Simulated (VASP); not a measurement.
Runs of VASP 6.6.1 on SiC3. The structure is that of space group R3m (No. 160), or close to it. The cells are those of the table. 

| level | cell | k mesh | gap on the mesh (eV) | pressure (GPa) | largest force (eV/Å) |
| --- | --- | --- | --- | --- | --- |
| r2SCAN | a = 4.997 Å, angles 33.2°, 4 atoms | 8 × 8 × 8 | 1.91 | -8.0 | 0.20 |
| r2SCAN | a = 4.847 Å, angles 33.2°, 4 atoms | 8 × 8 × 8 | 1.89 | 20.1 | 0.45 |
| r2SCAN | a = 5.045 Å, angles 33.2°, 4 atoms | 8 × 8 × 8 | 1.91 | -15.0 | 0.37 |
| r2SCAN | a = 4.948 Å, angles 33.2°, 4 atoms | 8 × 8 × 8 | 1.90 | 0.0 | 0.08 |
| PBE | a = 5.070 Å, angles 33.2°, 4 atoms | 8 × 8 × 8 | 1.52 | (a) | 0.36 |
| PBE | a = 4.922 Å, angles 33.2°, 4 atoms | 8 × 8 × 8 | 1.49 | 8.9 | 0.22 |
| r2SCAN | a = 4.948 Å, angles 33.2°, 4 atoms | 10 × 10 × 10 | 1.88 | 0.0 | 0.08 |
| PBE | a = 4.871 Å, angles 33.2°, 4 atoms | 8 × 8 × 8 | (b) | 19.3 | 0.45 |

Alike in all rows: task single point; potentials or basis VASP PAW PBE potentials, release 64 (C, Si); no spin polarisation; cutoff (eV) 520; smearing gaussian 0.01 eV.

Task: Estimate the missing entries.

Result: (a) -14.2; (b) 1.47.

Caveats: the PAW data sets were made with another functional, which shifts forces and pressure a little (some runs).

A k mesh can miss the band edges.
